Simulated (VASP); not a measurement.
A run of VASP 6.6.1 is set up as follows.

Contents of POSCAR:

```
PbS
1.0
    0.0000000000      3.3009774971      3.3009774971
    3.3009774971      0.0000000000      3.3009774971
    3.3009774971      3.3009774971      0.0000000000
Pb S
1 1
Direct
    0.0000000000      0.0000000000      0.0000000000
    0.2500000000      0.2500000000      0.2500000000
```

The input INCAR.step1:

```
  ALGO = Normal
  EDIFF = 1E-5
  ENCUT = 550
  GGA = PE
  GGA_COMPAT = False
  ISMEAR = 0
  ISYM = -1
  LASPH = True
  LCHARG = False
  LREAL = False
  LWAVE = True
  NBANDS = 17
  NELM = 120
  PREC = Accurate
  SIGMA = 0.01
```

The input INCAR.step2:

```
  ALGO = Normal
  EDIFF = 1E-6
  ENCUT = 550
  GGA_COMPAT = False
  ISIF = 2
  ISMEAR = 0
  ISTART = 1
  ISYM = -1
  LASPH = True
  LCHARG = True
  LELF = True
  LMIXTAU = True
  LREAL = False
  LVHAR = True
  LWAVE = False
  METAGGA = R2SCAN
  NBANDS = 17
  NELM = 120
  PREC = Accurate
  SIGMA = 0.01
```

File KPOINTS:

```
explicit points
32
Reciprocal
  0.00000000   0.00000000   0.12500000 2
  0.00000000   0.00000000   0.37500000 2
  0.00000000   0.25000000   0.12500000 2
  0.00000000   0.25000000   0.37500000 2
  0.00000000   0.25000000   0.62500000 2
  0.00000000   0.25000000   0.87500000 2
  0.00000000   0.50000000   0.12500000 2
  0.00000000   0.50000000   0.37500000 2
  0.25000000   0.00000000   0.12500000 2
  0.25000000   0.00000000   0.37500000 2
  0.25000000   0.00000000   0.62500000 2
  0.25000000   0.00000000   0.87500000 2
  0.25000000   0.25000000   0.12500000 2
  0.25000000   0.25000000   0.37500000 2
  0.25000000   0.25000000   0.62500000 2
  0.25000000   0.25000000   0.87500000 2
  0.25000000   0.50000000   0.12500000 2
  0.25000000   0.50000000   0.37500000 2
  0.25000000   0.50000000   0.62500000 2
  0.25000000   0.50000000   0.87500000 2
  0.25000000   0.75000000   0.12500000 2
  0.25000000   0.75000000   0.37500000 2
  0.25000000   0.75000000   0.62500000 2
  0.25000000   0.75000000   0.87500000 2
  0.50000000   0.00000000   0.12500000 2
  0.50000000   0.00000000   0.37500000 2
  0.50000000   0.25000000   0.12500000 2
  0.50000000   0.25000000   0.37500000 2
  0.50000000   0.25000000   0.62500000 2
  0.50000000   0.25000000   0.87500000 2
  0.50000000   0.50000000   0.12500000 2
  0.50000000   0.50000000   0.37500000 2
```

Potentials or basis: VASP PAW PBE potentials, release 64 (Pb_d, S).

Run with:

```bash
$ cat potpaw_PBE.64/Pb_d/POTCAR potpaw_PBE.64/S/POTCAR > POTCAR
$ cp INCAR.step1 INCAR
$ mpirun -np 1 vasp_std > vasp.out
$ cp INCAR.step2 INCAR
$ mpirun -np 1 vasp_std > vasp.out
```

Task: What does it give for the band gap on the k mesh?

Result: 1.50 eV (least direct gap 1.69 eV).

Task: What does it give for the pressure?

Result: 0.0 GPa.

Caveat: the structure was generated, so it needn't be the stable form of PbS; the PAW data sets were made with another functional, which shifts forces and pressure a little; spin-orbit coupling is left out, which moves the levels of the heavy elements; a shifted mesh leaves out Γ, where band edges can lie. A k mesh can miss the band edges.
